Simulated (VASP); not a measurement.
# Be2Co: single point with PBE

The system is Be2Co.

```
CELL_PARAMETERS angstrom
3.50075 0.00000 0.00000
-1.75037 3.03173 0.00000
0.00000 0.00000 2.39077
ATOMIC_POSITIONS crystal
Be 0.33333 0.66667 0.50000
Be 0.66667 0.33333 0.50000
Co 0.00000 0.00000 0.00000
```

* Program: VASP 6.6.1
* Task: single point
* Functional: PBE
* Potentials or basis: VASP PAW PBE potentials, release 64 (Be, Co)
* Cutoff: 520 eV
* k mesh: 18 × 18 × 20
* Occupations: gaussian, width 0.1 eV
* Spin: no spin polarisation
* Dipole correction: no
* k mesh for the DOS: 27 × 27 × 30
* Occupations for the DOS: tetrahedron
* Further INCAR settings: ALGO = Fast; EDIFF = 1e-07

```
Valence electrons inside the program's atomic spheres : Be 1.20; Co 8.48
```

Levels at points of the mesh, in eV from the Fermi level:
```
           k point  band 3  band 4  band 5  band 6  band 7  band 8  band 9  band 10
(0.00, 0.00, 0.00)   -3.13   -2.79   -0.20   -0.20    3.93    3.93    4.29     4.29
(0.00, 0.00, 0.50)   -2.50   -2.50   -1.25   -1.25    1.61    4.29    4.29     6.40
```

It took 11 min on 1 thread of Intel Xeon 8259CL (shared host), peak memory 0.5 GiB.

Caveat: the run has no spin polarisation, though such a crystal can be magnetic. Spin polarisation is off, so any magnetic state and its effect on volume and gap are missing.
